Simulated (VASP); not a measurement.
# Ge32H19N in VASP: a series of runs, part 2 of 2

VASP 6.6.1. Earlier steps stand in the parts before.

**4. Single point, PBE+D3(BJ)**

INCAR reads:

```
PREC     = Accurate       # precision mode
ENCUT    = 520            # plane-wave cutoff, eV
EDIFF    = 1E-6           # SCF threshold, eV
ISMEAR   = 0              # smearing method
SIGMA    = 0.03           # smearing width, eV
LREAL    = Auto         
LASPH    = T              # aspherical terms in the spheres
NELM     = 60             # most SCF steps
ALGO     = Normal         # electronic algorithm
ISIF     = 2              # what is computed and relaxed
LWAVE    = F              # write WAVECAR
LCHARG   = F              # write CHGCAR
GGA      = PE             # functional
IVDW     = 12             # dispersion correction
NBANDS   = 268            # bands
```

KPOINTS reads:

```
regular mesh
0
Gamma
  1 1 1
```

POSCAR reads:

```
Ge32H19N
1.0
    8.0016200000      8.0016200000      0.0000000000
   -8.0016200000      8.0016200000      0.0000000000
    0.0000000000      0.0000000000     20.9129000000
Ge H N
32 19 1
Direct
   -0.3116030400      0.3132913800      0.3427837100
   -0.1800131100     -0.3066390900      0.3410474200
    0.0448675000     -0.0313232400      0.3839739500
    0.3186772000      0.1916646700      0.3415172000
   -0.0326310900     -0.4644349500      0.3817176100
    0.1970771700     -0.1953826600      0.3495129800
    0.4659074900      0.0328462300      0.3815716000
    0.5406036900     -0.5275329700      0.3812045700
   -0.1191885400      0.3853461400      0.3034134800
   -0.1072994500     -0.1136692400      0.3056212600
    0.1285354500      0.1153524300      0.3019361900
    0.3899336100      0.3850200100      0.3040727100
    0.1135049700     -0.3776158300      0.3018516300
    0.3792686300     -0.1138496700      0.3010590100
    0.6142198100      0.1210309700      0.3038652700
    0.6287020500     -0.3822422600      0.3007152600
    0.0018708600      0.2488179800      0.2354410000
   -0.0003383300     -0.2510783300      0.2292265200
    0.2524494700     -0.0018814500      0.2279505200
    0.4996014200      0.2498135700      0.2292096800
    0.2497157300     -0.4990994200      0.2354178000
    0.5010895000     -0.2500368000      0.2349213700
    0.7510793900      0.0000345500      0.2359402600
    0.7517061000     -0.5020328200      0.2283686300
   -0.1250000000      0.1250000000      0.1644630000
   -0.1250000000     -0.3750000000      0.1644630000
    0.1250000000     -0.1250000000      0.1644630000
    0.3750000000      0.1250000000      0.1644630000
    0.1250000000     -0.6250000000      0.1644630000
    0.3750000000     -0.3750000000      0.1644630000
    0.6250000000     -0.1250000000      0.1644630000
    0.6250000000     -0.6250000000      0.1644630000
   -0.0489780000      0.0489780000      0.1195430000
   -0.2010220000      0.2010220000      0.1195430000
   -0.0489780000     -0.4510220000      0.1195430000
   -0.2010220000     -0.2989780000      0.1195430000
    0.2010220000     -0.2010220000      0.1195430000
    0.0489780000     -0.0489780000      0.1195430000
    0.4510220000      0.0489780000      0.1195430000
    0.2989780000      0.2010220000      0.1195430000
    0.2010220000     -0.7010220000      0.1195430000
    0.0489780000     -0.5489780000      0.1195430000
    0.4510220000     -0.4510220000      0.1195430000
    0.2989780000     -0.2989780000      0.1195430000
    0.7010220000     -0.2010220000      0.1195430000
    0.5489780000     -0.0489780000      0.1195430000
    0.7010220000     -0.7010220000      0.1195430000
    0.5489780000     -0.5489780000      0.1195430000
    0.2058818700     -0.3016232700      0.4650965200
    0.3124359600     -0.1997688500      0.4620224600
    0.3308845300     -0.3293470800      0.4263457100
    0.2700837600     -0.2649506900      0.4369113500
```

Potentials or basis: VASP PAW PBE potentials, release 64 (Ge_d, H, N).

The run is started by

```sh
$ cat potpaw_PBE.64/Ge_d/POTCAR potpaw_PBE.64/H/POTCAR potpaw_PBE.64/N/POTCAR > POTCAR
$ mpirun -np 1 vasp_gam > vasp.out
```

OUTCAR:

```text
PREC = Accurate
   ENCUT = 520
   EDIFF = 1E-6
   ISMEAR = 0
   LREAL = Auto
   LASPH = T
   NELM = 60
   ISIF = 2
   GGA = PE
   IVDW = 12
 IVDW          = 12

 ion  position               nearest neighbor table
   1  0.688  0.313  0.343-   9 2.47  15 2.47   8 2.59
   2  0.820  0.693  0.341-  10 2.45  16 2.48   5 2.59
   3  0.045  0.969  0.384-  10 2.55  11 2.57   6 2.63
[... 578 lines left out ...]
  -------------------------------------------------------------------------------------
  Total      11.59295     5.15226    -0.47267    -1.01230    -0.10333    -0.07150
  in kB       6.93592     3.08254    -0.28279    -0.60565    -0.06182    -0.04277
  external pressure =        3.25 kB  Pullay stress =        0.00 kB

 VOLUME and BASIS-vectors are now :
 -----------------------------------------------------------------------------
  energy-cutoff  :      520.00
  volume of cell :     2677.94
      direct lattice vectors                 reciprocal lattice vectors
     8.001620000  8.001620000  0.000000000     0.062487346  0.062487346  0.000000000
    -8.001620000  8.001620000  0.000000000    -0.062487346  0.062487346  0.000000000
     0.000000000  0.000000000 20.912900000     0.000000000  0.000000000  0.047817376

 POSITION                                       TOTAL-FORCE (eV/Angst)
 -----------------------------------------------------------------------------------
      3.00145      8.01513      7.16860         0.002339      0.005457     -0.004870
      1.01321     12.10923      7.13229        -0.008720      0.005229      0.014435
     -7.39197      8.11000      8.03001        -0.007773     -0.004511      0.016888
      1.01631      4.08356      7.14212         0.005611      0.003910     -0.011776
      3.45513     12.02591      7.98282        -0.000536      0.000775     -0.001199
     -4.86131      8.01518      7.30933         0.008947      0.008470     -0.005185
[... 44 lines left out ...]
     -2.71870      8.01392      8.91613         0.010865     -0.006733     -0.018587
     -3.72048      8.04269      9.13708         0.005894      0.023217      0.038917
 -----------------------------------------------------------------------------------
    total drift:                                0.003607     -0.003306      0.002432

  FREE ENERGIE OF THE ION-ELECTRON SYSTEM (eV)
  ---------------------------------------------------
  free  energy   TOTEN  =      -212.6061009507 eV

  energy  without entropy=     -212.6061009507  energy(sigma->0) =     -212.60610095
```

stdout:

```text
POSCAR found type information on POSCAR GeH N
 POSCAR found :  3 types and      52 ions
 scaLAPACK will be used
 LDA part: xc-table for (Slater+PW92), standard interpolation
 POSCAR, INCAR and KPOINTS ok, starting setup
 FFT: planning ... GRIDC
 FFT: planning ... GRID_SOFT
 FFT: planning ... GRID
 WAVECAR not read
 entering main loop
```

Run time: 48 min. Hardware: 1 thread of Intel Xeon 8259CL, shared host; peak memory 1.9 GiB.

Results:

- Free energy: -212.6061 eV
- Largest force: 0.596 eV/Å
- Dispersion energy per atom: -0.136 eV

Forces in eV/Å, atoms in the order of the input:
```
Ge   0.002  0.005 -0.005
Ge  -0.009  0.005  0.014
Ge  -0.008 -0.005  0.017
Ge   0.006  0.004 -0.012
Ge  -0.001  0.001 -0.001
Ge   0.009  0.008 -0.005
Ge   0.005 -0.004  0.009
Ge  -0.005  0.000  0.009
Ge   0.003 -0.004  0.001
Ge   0.001 -0.008  0.001
Ge  -0.002  0.000 -0.001
Ge   0.000 -0.003 -0.003
Ge   0.001  0.000 -0.002
Ge  -0.003 -0.002 -0.003
Ge  -0.005  0.002 -0.003
Ge   0.002 -0.002 -0.002
Ge  -0.002  0.001 -0.003
Ge   0.004 -0.002 -0.008
Ge  -0.004  0.004 -0.001
Ge   0.005 -0.005 -0.002
Ge  -0.002  0.007 -0.004
Ge  -0.001  0.003 -0.005
Ge   0.005  0.008 -0.004
Ge  -0.007 -0.006 -0.005
Ge  -0.142  0.045  0.578
Ge   0.051 -0.012 -0.562
Ge  -0.100 -0.083 -0.483
Ge   0.019 -0.081 -0.581
Ge   0.174 -0.022  0.561
Ge  -0.138  0.047  0.534
Ge   0.179  0.057  0.562
Ge  -0.055 -0.075 -0.527
H    0.024 -0.008  0.009
H    0.090  0.016  0.026
H   -0.055  0.047 -0.051
H    0.092 -0.025 -0.010
H   -0.080 -0.064 -0.011
H    0.052  0.004 -0.048
H   -0.054  0.066 -0.050
H    0.095  0.031 -0.011
H   -0.078  0.013  0.017
H   -0.023  0.028  0.027
H    0.018 -0.009  0.011
H    0.080  0.013  0.017
H   -0.078  0.031  0.015
H   -0.025  0.027  0.029
H   -0.092 -0.057 -0.009
H    0.055  0.005 -0.021
H   -0.007 -0.001 -0.007
H   -0.014 -0.017 -0.016
H    0.011 -0.007 -0.019
N    0.006  0.023  0.039
```

Caveat: the k points lie up to 0.56 Å⁻¹ apart.
